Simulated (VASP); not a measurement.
# CaO (Fm-3m) in VASP: further runs

CaO is run at these levels: PBE, PBE+D3(BJ), revPBE; tasks: single point, relaxation of cell and atoms.

Program: VASP 6.6.1. These are calculated values, not measurements. Logs are shortened: lines on timing, memory, paths and dates and some standing lists are left out, and cuts for length are marked.

### 1 The cell of the first run

The structure is cubic, space group Fm-3m (No. 225). The conventional cell has a = 4.807 Å, b = 4.807 Å, c = 4.807 Å, α = 90.00°, β = 90.00°, γ = 90.00°. Within 3.2 Å of Ca (site symmetry m-3m) lie 6 O at 2.40 Å. Within 3.2 Å of O (site symmetry m-3m) lie 6 Ca at 2.40 Å.

### 2 Single point, PBE

INCAR

```
PREC = Accurate ; ENCUT = 520
EDIFF = 1E-7 ; ISMEAR = 0
SIGMA = 0.018000000000000002 ; LREAL = False
LASPH = True ; NELM = 100
ALGO = Normal ; ISIF = 2
LWAVE = False ; LCHARG = False
GGA = PE ; NBANDS = 15
```

KPOINTS

```
regular mesh
0
Gamma
  10 10 10
```

POSCAR

```
CaO
1.0
    0.0000000000      2.4035556960      2.4035556960
    2.4035556960      0.0000000000      2.4035556960
    2.4035556960      2.4035556960      0.0000000000
Ca O
1 1
Direct
    0.0000000000      0.0000000000      0.0000000000
    0.5000000000      0.5000000000      0.5000000000
```

Potentials or basis: VASP PAW PBE potentials, release 64 (Ca_sv, O).

Started as:

```console
$ cat potpaw_PBE.64/Ca_sv/POTCAR potpaw_PBE.64/O/POTCAR > POTCAR
$ mpirun -np 1 vasp_std > vasp.out
```

OUTCAR:

```text
PREC = Accurate
   ENCUT = 520
   EDIFF = 1E-7
   ISMEAR = 0
   LREAL = False
   LASPH = True
   NELM = 100
   ISIF = 2
   GGA = PE

 ion  position               nearest neighbor table
   1  0.000  0.000  0.000-   2 2.40   2 2.40   2 2.40   2 2.40   2 2.40   2 2.40
   2  0.500  0.500  0.500-   1 2.40   1 2.40   1 2.40   1 2.40   1 2.40   1 2.40

  LATTYP: Found a face centered cubic cell.
 ALAT       =     4.8071113920

  Lattice vectors:

 A1 = (   0.0000000000,   2.4035556960,   2.4035556960)
 A2 = (   2.4035556960,   0.0000000000,   2.4035556960)
 A3 = (   2.4035556960,   2.4035556960,   0.0000000000)

Analysis of symmetry for initial positions (statically):
=====================================================================
 Subroutine PRICEL returns:
 Original cell was already a primitive cell.

 Routine SETGRP: Setting up the symmetry group for a
 face centered cubic supercell.

 Subroutine GETGRP returns: Found 48 space group operations
 (whereof 48 operations were pure point group operations)
 out of a pool of 48 trial point group operations.

The static configuration has the point symmetry O_h .

Analysis of symmetry for dynamics (positions and initial velocities):
=====================================================================
 Subroutine PRICEL returns:
 Original cell was already a primitive cell.

 Routine SETGRP: Setting up the symmetry group for a
 face centered cubic supercell.

 Subroutine GETGRP returns: Found 48 space group operations
 (whereof 48 operations were pure point group operations)
 out of a pool of 48 trial point group operations.

The dynamic configuration has the point symmetry O_h .

 Subroutine INISYM returns: Found 48 space group operations
 (whereof 48 operations are pure point group operations),
 and found     1 'primitive' translations

----------------------------------------------------------------------------------------

                                     Primitive cell

  volume of cell :      27.7711

  direct lattice vectors                    reciprocal lattice vectors
     0.000000000  2.403555696  2.403555696    -0.208025136  0.208025136  0.208025136
     2.403555696  0.000000000  2.403555696     0.208025136 -0.208025136  0.208025136
     2.403555696  2.403555696  0.000000000     0.208025136  0.208025136 -0.208025136

  length of vectors
     3.399141063  3.399141063  3.399141063     0.360310104  0.360310104  0.360310104

  position of ions in fractional coordinates (direct lattice)
     0.000000000  0.000000000  0.000000000
     0.500000000  0.500000000  0.500000000

  ion indices of the primitive-cell ions
   primitive index   ion index
                 1           1
                 2           2

----------------------------------------------------------------------------------------

 KPOINTS: regular mesh

Automatic generation of k-mesh.
 Grid dimensions read from file:
 generate k-points for:   10   10   10

 Generating k-lattice:

  Cartesian coordinates                     Fractional coordinates (reciprocal lattice)
    -0.020802514  0.020802514  0.020802514     0.100000000  0.000000000  0.000000000
     0.020802514 -0.020802514  0.020802514     0.000000000  0.100000000  0.000000000
     0.020802514  0.020802514 -0.020802514     0.000000000  0.000000000  0.100000000

  Length of vectors
     0.036031010  0.036031010  0.036031010

  Shift w.r.t. Gamma in fractional coordinates (k-lattice)
     0.000000000  0.000000000  0.000000000

 Subroutine IBZKPT returns following result:
 ===========================================

 Found     47 irreducible k-points:

 Following reciprocal coordinates:
            Coordinates               Weight
  0.000000  0.000000  0.000000      1.000000
  0.100000  0.000000  0.000000      8.000000
  0.200000  0.000000  0.000000      8.000000
  0.300000  0.000000  0.000000      8.000000
  0.400000  0.000000  0.000000      8.000000
  0.500000  0.000000  0.000000      4.000000
[... 16 lines left out ...]
  0.300000  0.300000  0.000000      6.000000
  0.400000  0.300000  0.000000     24.000000
 [... further k-points ...]
   k-points           NKPTS =     47   k-points in BZ     NKDIM =     47   number of bands    NBANDS=     15
   number of dos      NEDOS =    301   number of ions     NIONS =      2
   total plane-waves  NPLWV =  21952
   dimension x,y,z NGX =    28 NGY =   28 NGZ =   28
   dimension x,y,z NGXF=    56 NGYF=   56 NGZF=   56
   ions per type =               1   1
   NGX,Y,Z   is equivalent  to a cutoff of  13.69, 13.69, 13.69 a.u.
   NGXF,Y,Z  is equivalent  to a cutoff of  27.39, 27.39, 27.39 a.u.
 SYSTEM =  unknown system
   PREC   = accura    normal or accurate (medium, high low for compatibility)
   ISTART =      0    job   : 0-new  1-cont  2-samecut
   ICHARG =      2    charge: 1-file 2-atom 10-const
   ISPIN  =      1    spin polarized calculation?
   LNONCOLLINEAR =      F non collinear calculations
   LSORBIT =      F    spin-orbit coupling
[... 63 lines left out ...]
      3     -16.0553      2.00000
      4     -16.0553      2.00000
      5     -13.1844      2.00000
      6       2.3469      2.00000
      7       2.3469      2.00000
      8       2.3469      2.00000
      9       7.0567      0.00000
     10       8.5718      0.00000
     11       8.5718      0.00000
     12       8.5718      0.00000
     13      10.0747      0.00000
     14      10.0747      0.00000
     15      17.4165      0.00000

 k-point     2 :       0.1000    0.0000    0.0000
  band No.  band energies     occupation
      1     -35.2814      2.00000
      2     -16.1961      2.00000
      3     -16.0606      2.00000
      4     -16.0606      2.00000
      5     -13.0369      2.00000
      6       1.9863      2.00000
      7       2.2078      2.00000
      8       2.2078      2.00000
      9       7.5143      0.00000
     10       8.5387      0.00000
     11       8.7427      0.00000
     12       8.7427      0.00000
     13      10.3147      0.00000
     14      10.3147      0.00000
     15      17.8134      0.00000

 k-point     3 :       0.2000    0.0000    0.0000
  band No.  band energies     occupation
      1     -35.2559      2.00000
      2     -16.5153      2.00000
      3     -16.0741      2.00000
      4     -16.0741      2.00000
      5     -12.6990      2.00000
      6       1.2161      2.00000
      7       1.8742      2.00000
      8       1.8742      2.00000
      9       8.4467      0.00000
     10       8.6760      0.00000
     11       9.2147      0.00000
     12       9.2147      0.00000
     13      10.9369      0.00000
     14      10.9369      0.00000
     15      18.3852      0.00000

 k-point     4 :       0.3000    0.0000    0.0000
  band No.  band energies     occupation
      1     -35.2241      2.00000
      2     -16.8474      2.00000
      3     -16.0908      2.00000
      4     -16.0908      2.00000
      5     -12.3417      2.00000
      6       0.4456      2.00000
      7       1.5087      2.00000
      8       1.5087      2.00000
      9       8.7551      0.00000
     10       9.7544      0.00000
     11       9.8626      0.00000
     12       9.8626      0.00000
     13      11.7271      0.00000
     14      11.7271      0.00000
     15      17.8852      0.00000
[... 307 lines left out ...]
 k-point    22 :      -0.2000    0.2000    0.0000
  band No.  band energies     occupation
      1     -35.2135      2.00000
      2     -16.7886      2.00000
      3     -16.2314      2.00000
      4     -16.0808      2.00000
      5     -12.3654      2.00000
      6       0.4479      2.00000
      7       1.3580      2.00000
      8       1.7294      2.00000
      9       8.5045      0.00000
     10       9.5007      0.00000
     11       9.6759      0.00000
     12      10.4849      0.00000
     13      11.9743      0.00000
     14      12.2305      0.00000
     15      18.3188      0.00000

 k-point    23 :       0.3000    0.3000    0.0000
  band No.  band energies     occupation
      1     -35.2034      2.00000
      2     -16.6373      2.00000
      3     -16.2044      2.00000
      4     -16.2044      2.00000
      5     -12.6631      2.00000
      6       0.6086      2.00000
      7       2.0055      2.00000
      8       2.0055      2.00000
      9       6.6865      0.00000
     10       9.4128      0.00000
     11      10.8007      0.00000
     12      10.9155      0.00000
     13      10.9155      0.00000
     14      12.7548      0.00000
     15      19.5578      0.00000

 k-point    24 :       0.4000    0.3000    0.0000
  band No.  band energies     occupation
      1     -35.1835      2.00000
      2     -16.6988      2.00000
      3     -16.2543      2.00000
      4     -16.2272      2.00000
      5     -12.6657      2.00000
      6       0.6707      2.00000
      7       1.7934      2.00000
      8       1.8934      2.00000
      9       6.6523      0.00000
     10       9.9894      0.00000
     11      11.1212      0.00000
     12      11.2060      0.00000
     13      11.3436      0.00000
     14      13.1497      0.00000
     15      17.9186      0.00000

 [... further k-points ...]

------------------------ aborting loop because EDIFF is reached ----------------------------------------

  FORCE on cell =-STRESS in cart. coord.  units (eV):
  Direction    XX          YY          ZZ          XY          YZ          ZX
  --------------------------------------------------------------------------------------
  -------------------------------------------------------------------------------------
  Total        0.3816349      0.3816349      0.3816349     -0.0000000      0.0000000     -0.0000000
  in kB       22.0174022     22.0174022     22.0174022     -0.0000000      0.0000000     -0.0000000
  external PRESSURE =      22.0174022 kB  Pullay stress =       0.0000000 kB

 VOLUME and BASIS-vectors are now :
 -----------------------------------------------------------------------------
  energy-cutoff  :      520.00
  volume of cell :       27.77
      direct lattice vectors                 reciprocal lattice vectors
     0.000000000  2.403555696  2.403555696    -0.208025136  0.208025136  0.208025136
     2.403555696  0.000000000  2.403555696     0.208025136 -0.208025136  0.208025136
     2.403555696  2.403555696  0.000000000     0.208025136  0.208025136 -0.208025136

 POSITION                                       TOTAL-FORCE (eV/Angst)
 -----------------------------------------------------------------------------------
      0.00000      0.00000      0.00000         0.000000      0.000000      0.000000
      2.40356      2.40356      2.40356        -0.000000     -0.000000     -0.000000
 -----------------------------------------------------------------------------------
    total drift:                                0.000000      0.000000      0.000000

  FREE ENERGIE OF THE ION-ELECTRON SYSTEM (eV)
  ---------------------------------------------------
  free  energy   TOTEN  =       -12.8013771704 eV

  energy  without entropy=      -12.8013771704  energy(sigma->0) =      -12.80137717
```

It took 47 s on 1 thread of AMD EPYC 7R13, shared host; peak memory 0.17 GiB.

Results:

| Item | Value |
| --- | --- |
| Free energy | -12.8014 eV |
| Pressure | 2.2 GPa |
| Band gap on the k mesh | 3.64 eV, indirect (least direct gap 4.01 eV) |

A k mesh can miss the band edges. A hybrid or GW would open this gap; PBE tends to underestimate it.

### 3 Single point, PBE+D3(BJ)

This run uses another cell than the first one, of 13.68 Å³/atom, 0.985 times its volume.

INCAR

```
PREC = Accurate
ENCUT = 520
EDIFF = 1E-7
ISMEAR = -1
SIGMA = 0.05
LREAL = False
LASPH = True
NELM = 100
ALGO = Normal
ISIF = 2
LWAVE = False
LCHARG = True
GGA = PE
IVDW = 12
LELF = True
LVHAR = True
NBANDS = 15
```

KPOINTS

```
Automatic mesh
0
Gamma
  10 10 10
```

POSCAR

```
CaO
1.0
    0.0000000000      2.3916537197      2.3916537197
    2.3916537197      0.0000000000      2.3916537197
    2.3916537197      2.3916537197      0.0000000000
Ca O
1 1
Direct
    0.0000000000      0.0000000000      0.0000000000
    0.5000000000      0.5000000000      0.5000000000
```

Potentials or basis: VASP PAW PBE potentials, release 64 (Ca_sv, O).

Started as:

```console
$ cat potpaw_PBE.64/Ca_sv/POTCAR potpaw_PBE.64/O/POTCAR > POTCAR
$ mpirun -np 1 vasp_std > vasp.out
```

It took 46 s on 1 thread of AMD EPYC 7R13, shared host; peak memory 0.18 GiB.

Results (log left out):

| Item | Value |
| --- | --- |
| Free energy | -13.3456 eV |
| Pressure | 0.6 GPa |
| Band gap on the k mesh | 3.63 eV, indirect (least direct gap 4.00 eV) |
| Dispersion energy per atom | -0.276 eV |

Levels at points of the mesh, in eV from the valence-band top:
```csv
k point,band 4,band 5,band 6,band 7,band 8,band 9,band 10,band 11,band 12,band 13
"(0.00, 0.00, 0.00)",-18.33,-15.56,0.00,0.00,0.00,4.83,6.26,6.26,6.26,7.79
"(0.50, 0.00, 0.00)",-18.39,-14.30,-2.67,-1.23,-1.23,7.12,8.43,8.43,8.62,10.54
"(0.50, 0.50, 0.00)",-18.57,-15.32,-1.29,-0.37,-0.37,3.63,8.15,8.98,9.63,9.63
```

A k mesh can miss the band edges.

### 4 Single point, revPBE

This run uses another cell than the first one, of 14.48 Å³/atom, 1.043 times its volume.

INCAR

```
PREC     = Accurate       # precision mode
ENCUT    = 520            # plane-wave cutoff, eV
EDIFF    = 1E-7           # SCF threshold, eV
ISMEAR   = -1             # smearing method
SIGMA    = 0.05           # smearing width, eV
LREAL    = False          # projectors in reciprocal space
LASPH    = True           # aspherical terms in the spheres
NELM     = 80             # most SCF steps
ALGO     = Normal         # electronic algorithm
ISIF     = 2              # what is computed and relaxed
LWAVE    = False          # write WAVECAR
LCHARG   = True           # write CHGCAR
GGA      = RE             # functional
LELF     = True           # ELF
LVHAR    = True         
NBANDS   = 15             # bands
```

KPOINTS is that of step 3.

POSCAR

```
CaO
1.0
    0.0000000000      2.4372501816      2.4372501816
    2.4372501816      0.0000000000      2.4372501816
    2.4372501816      2.4372501816      0.0000000000
Ca O
1 1
Direct
    0.0000000000      0.0000000000      0.0000000000
    0.5000000000      0.5000000000      0.5000000000
```

Started as:

```console
$ cat potpaw_PBE.64/Ca_sv/POTCAR potpaw_PBE.64/O/POTCAR > POTCAR
$ mpirun -np 1 vasp_std > vasp.out
```

Run time: 49 s. Hardware: 1 thread of AMD EPYC 7R13, shared host; peak memory 0.17 GiB.

It converged, with:

```
Free energy            : -12.1835 eV
Pressure               : 0.5 GPa
Band gap on the k mesh : 3.73 eV, indirect (least direct gap 4.10 eV)
```

Levels at points of the mesh, in eV from the valence-band top:
| k point | band 5 | band 6 | band 7 | band 8 | band 9 | band 10 | band 11 | band 12 |
| --- | --- | --- | --- | --- | --- | --- | --- | --- |
| (0.00, 0.00, 0.00) | -15.52 | 0.00 | 0.00 | 0.00 | 4.49 | 6.17 | 6.17 | 6.17 |
| (0.50, 0.00, 0.00) | -14.50 | -2.51 | -1.12 | -1.12 | 6.90 | 8.15 | 8.15 | 8.30 |
| (0.50, 0.50, 0.00) | -15.29 | -1.30 | -0.38 | -0.38 | 3.72 | 7.76 | 8.64 | 9.25 |

Caveat: the PAW data sets were made with another functional, which shifts forces and pressure a little.

### 5 Relaxation of cell and atoms, PBE+D3(BJ)

INCAR

```
SYSTEM = CaO
PREC = Accurate
ENCUT = 600
EDIFF = 1E-6
ISMEAR = -1
SIGMA = 0.05
LREAL = .False.
LASPH = .True.
NELM = 60
ALGO = Normal
ISIF = 3
LWAVE = .False.
LCHARG = .False.
GGA = PE
IVDW = 12
IBRION = 2
NSW = 80
EDIFFG = -0.02
```

KPOINTS

```
regular mesh
0
Gamma
  10 10 10
  0 0 0
```

POSCAR

```
CaO
1.0
    0.0000000000      2.4035556960      2.4035556960
    2.4035556960      0.0000000000      2.4035556960
    2.4035556960      2.4035556960      0.0000000000
Ca O
1 1
Direct
    0.0000000000      0.0000000000      0.0000000000
    0.5000000000      0.5000000000      0.5000000000
```

Started as:

```console
$ cat potpaw_PBE.64/Ca_sv/POTCAR potpaw_PBE.64/O/POTCAR > POTCAR
$ mpirun -np 1 vasp_std > vasp.out
```

It took 83 s on 1 thread of AMD EPYC 7R13, shared host; peak memory 0.19 GiB.

It converged, with:

```yaml
Free_energy: -13.3488 eV
Relaxed_volume: 13.74 Å³/atom
Relaxed_cell: a = 3.387 Å, b = 3.387 Å, c = 3.387 Å, α = 60.00°, β = 60.00°, γ = 60.00°
Space_group_after_relaxing_to_0.05_Å: Fm-3m (No. 225)
Energy_gained_by_relaxing: 0.5 meV/atom
Ionic_steps: 3
Pressure_after_relaxing: 0.0 GPa
Band_gap_on_the_k_mesh: 3.63 eV, indirect (least direct gap 4.01 eV)
Dispersion_energy_per_atom: -0.275 eV
```

Step by step:
| step | energy change (eV) | largest force (eV/Å) | pressure (GPa) | volume (Å³) |
| --- | --- | --- | --- | --- |
| 1 | 0.0000 | 0.0000 | -1.15 | 27.77 |
| 2 | -0.0009 | 0.0000 | 0.46 | 27.37 |
| 3 | -0.0010 | 0.0000 | 0.00 | 27.49 |

Final structure:
```xyz
2
Lattice="0.0000 2.3953 2.3953 2.3953 0.0000 2.3953 2.3953 2.3953 0.0000" Properties=species:S:1:pos:R:3 pbc="T T T"
Ca    0.0000    0.0000    0.0000
O     2.3953    2.3953    2.3953
```

Levels at points of the mesh, in eV from the valence-band top:
```
           k point  band 4  band 5  band 6  band 7  band 8  band 9  band 10  band 11  band 12
(0.00, 0.00, 0.00)  -18.35  -15.55    0.00    0.00    0.00    4.79     6.25     6.25     6.25
(0.50, 0.00, 0.00)  -18.41  -14.31   -2.66   -1.22   -1.22    7.10     8.41     8.41     8.58
(0.50, 0.50, 0.00)  -18.59  -15.31   -1.30   -0.37   -0.37    3.63     8.12     8.95     9.60
```

A k mesh can miss the band edges. As with any semilocal functional, this PBE gap is likely too small.

### 6 Relaxation of cell and atoms, revPBE

INCAR

```
SYSTEM = CaO
ALGO = Normal
EDIFF = 1E-6
EDIFFG = -0.02
ENCUT = 600
GGA = RE
IBRION = 2
ISIF = 3
ISMEAR = -1
LASPH = .TRUE.
LCHARG = .FALSE.
LREAL = .FALSE.
LWAVE = .FALSE.
NELM = 100
NSW = 80
PREC = Accurate
SIGMA = 0.05
```

KPOINTS

```
k-points
0
G
  10 10 10
  0 0 0
```

POSCAR is that of step 5.

Potentials or basis: VASP PAW PBE potentials, release 64 (Ca_sv, O).

Started as:

```console
$ cat potpaw_PBE.64/Ca_sv/POTCAR potpaw_PBE.64/O/POTCAR > POTCAR
$ mpirun -np 1 vasp_std > vasp.out
```

Wall time 85 s (1 thread of AMD EPYC 7R13, shared host); peak memory 0.18 GiB.

Results (log left out):

| Quantity | Value |
| --- | --- |
| Free energy | -12.1846 eV |
| Relaxed volume | 14.53 Å³/atom |
| Relaxed cell | a = 3.451 Å, b = 3.451 Å, c = 3.451 Å, α = 60.00°, β = 60.00°, γ = 60.00° |
| Space group after relaxing (to 0.05 Å) | Fm-3m (No. 225) |
| Energy gained by relaxing | 9.5 meV/atom |
| Ionic steps | 3 |
| Pressure after relaxing | 0.0 GPa |
| Band gap on the k mesh | 3.73 eV, indirect (least direct gap 4.11 eV) |

The path:
```csv
step,energy change (eV),largest force (eV/Å),pressure (GPa),volume (Å³)
1,0.0000,0.0000,4.89,27.77
2,-0.0171,0.0000,-1.40,29.51
3,-0.0191,0.0000,0.01,29.07
```

Final structure:
```
Ca O
1.0
     0.00000    2.44046    2.44046
     2.44046    0.00000    2.44046
     2.44046    2.44046    0.00000
Ca O
1 1
Direct
  0.00000 0.00000 0.00000
  0.50000 0.50000 0.50000
```

Levels at points of the mesh, in eV from the valence-band top:
```tsv
k point	band 6	band 7	band 8	band 9	band 10	band 11
(0.00, 0.00, 0.00)	0.00	0.00	0.00	4.46	6.16	6.16
(0.50, 0.00, 0.00)	-2.50	-1.11	-1.11	6.88	8.12	8.12
(0.50, 0.50, 0.00)	-1.30	-0.38	-0.38	3.73	7.73	8.62
```

Caveat: the PAW data sets were made with another functional, which shifts forces and pressure a little. A k mesh can miss the band edges.

### 7 Summary

| task | level | cell | cutoff (eV) | smearing | gap on the mesh (eV) | pressure (GPa) | relaxed volume (Å³/atom) |
| --- | --- | --- | --- | --- | --- | --- | --- |
| single point | PBE | a = 3.399 Å, angles 60.0°, 2 atoms | 520 | gaussian 0.018 eV | 3.64 | 2.2 | - |
| single point | PBE+D3(BJ) | a = 3.382 Å, angles 60.0°, 2 atoms | 520 | fermi-dirac 0.05 eV | 3.63 | 0.6 | - |
| single point | revPBE | a = 3.447 Å, angles 60.0°, 2 atoms | 520 | fermi-dirac 0.05 eV | 3.73 | 0.5 | - |
| relaxation of cell and atoms | PBE+D3(BJ) | relaxed from a = 3.399 Å, angles 60.0°, 2 atoms | 600 | fermi-dirac 0.05 eV | 3.63 | 0.0 | 13.74 |
| relaxation of cell and atoms | revPBE | relaxed from a = 3.399 Å, angles 60.0°, 2 atoms | 600 | fermi-dirac 0.05 eV | 3.73 | 0.0 | 14.53 |

Alike in all rows: potentials or basis VASP PAW PBE potentials, release 64 (Ca_sv, O); no spin polarisation; k mesh 10 × 10 × 10.

Caveats: the PAW data sets were made with another functional, which shifts forces and pressure a little (some runs).

Total energies depend on the potentials used, so only differences within one code and one set of settings carry meaning.
